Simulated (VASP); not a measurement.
Input of a VASP 6.6.1 run:

The input POSCAR:

```
CdTe
1.0
    0.0000000000      3.1487569115      3.4485483050
    3.1487569115      0.0000000000      3.4485483050
    3.1487569115      3.1487569115      0.0000000000
Cd Te
1 1
Direct
    0.0000000000      0.0000000000      0.0000000000
    0.2500000000      0.2500000000      0.2500000000
```

Contents of INCAR.step1:

```
SYSTEM = CdTe
PREC = Accurate ; ENCUT = 520
ISMEAR = 0 ; SIGMA = 0.01
LREAL = .False. ; LASPH = .True.
NELM = 60 ; NBANDS = 16
GGA = PE ; ALGO = Normal
EDIFF = 1E-4 ; LWAVE = .True.
LCHARG = .False.
```

The input INCAR.step2:

```
SYSTEM = CdTe
PREC = Accurate ; ENCUT = 520
EDIFF = 1E-7 ; ISMEAR = 0
SIGMA = 0.01 ; LREAL = .False.
LASPH = .True. ; NELM = 60
ALGO = Normal ; ISIF = 2
LWAVE = .False. ; LCHARG = .True.
METAGGA = R2SCAN ; LMIXTAU = .True.
LELF = .True. ; LVHAR = .True.
NBANDS = 16 ; ISTART = 1
```

KPOINTS

```
regular mesh
0
Gamma
  6 6 6
  0 0 0
```

Potentials or basis: VASP PAW PBE potentials, release 64 (Cd, Te).

The run is started by

```sh
$ cat potpaw_PBE.64/Cd/POTCAR potpaw_PBE.64/Te/POTCAR > POTCAR
$ cp INCAR.step1 INCAR
$ mpirun -np 1 vasp_std > vasp.out
$ cp INCAR.step2 INCAR
$ mpirun -np 1 vasp_std > vasp.out
```

Task: Predict the pressure.

Result: 1.3 GPa.

Task: Predict the band gap on the k mesh.

Result: 1.10 eV, direct.

Stress tensor (GPa, compression positive):
```
1.91 0.00 0.00
0.00 1.91 0.00
0.00 0.00 0.11
```

Caveat: the cell differs from its parent crystal (epitaxial xy strain -4.0%); the PAW data sets were made with another functional, which shifts forces and pressure a little; spin-orbit coupling is left out, which moves the levels of the heavy elements.
